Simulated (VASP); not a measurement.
Wanted: the native input for a VASP 6.6.1 run.

```yaml
Task: single point
Functional: LDA
Potentials_or_basis: VASP PAW LDA potentials, release 64 (K_sv, Mg, F)
Cutoff: 520 eV
k_mesh: 6 × 6 × 6
Occupations: gaussian, width 0.01 eV
Spin: no spin polarisation
Dipole_correction: no
Further_INCAR_settings: ALGO = Normal; EDIFF = 1e-06; NBANDS = 24
```

The structure of KMgF3 (cubic perovskite) lies in POSCAR:

```
KMgF3
1.0
    3.9791132838      0.0000000000      0.0000000000
    0.0000000000      3.9791132838      0.0000000000
    0.0000000000      0.0000000000      3.9791132838
K Mg F
1 1 3
Direct
    0.5000000000      0.5000000000      0.5000000000
    0.0000000000      0.0000000000      0.0000000000
    0.5000000000      0.0000000000      0.0000000000
    0.0000000000      0.5000000000      0.0000000000
    0.0000000000      0.0000000000      0.5000000000
```

This cell differs from its parent crystal: volume scaled by 0.98.

These files were run (other wordings do the same):

INCAR

```
SYSTEM = KMgF3
ALGO = Normal
EDIFF = 1E-6
ENCUT = 520
ISIF = 2
ISMEAR = 0
LASPH = .TRUE.
LCHARG = .FALSE.
LREAL = .FALSE.
LWAVE = .FALSE.
NBANDS = 24
NELM = 100
PREC = Accurate
SIGMA = 0.01
```

KPOINTS

```
k-points
0
G
  6 6 6
  0 0 0
```

Potentials or basis: VASP PAW LDA potentials, release 64 (K_sv, Mg, F).

Command:

```sh
$ cat potpaw_LDA.64/K_sv/POTCAR potpaw_LDA.64/Mg/POTCAR potpaw_LDA.64/F/POTCAR > POTCAR
$ mpirun -np 1 vasp_std > vasp.out
```

Results of the run:

The pressure is -4.9 GPa and the band gap on the k mesh is 6.99 eV, indirect (least direct gap 7.32 eV).

Wall time 11 s on 1 thread of Intel(R) Xeon(R) 6975P-C (Granite Rapids), with other jobs on the host, peak memory 0.16 GiB.
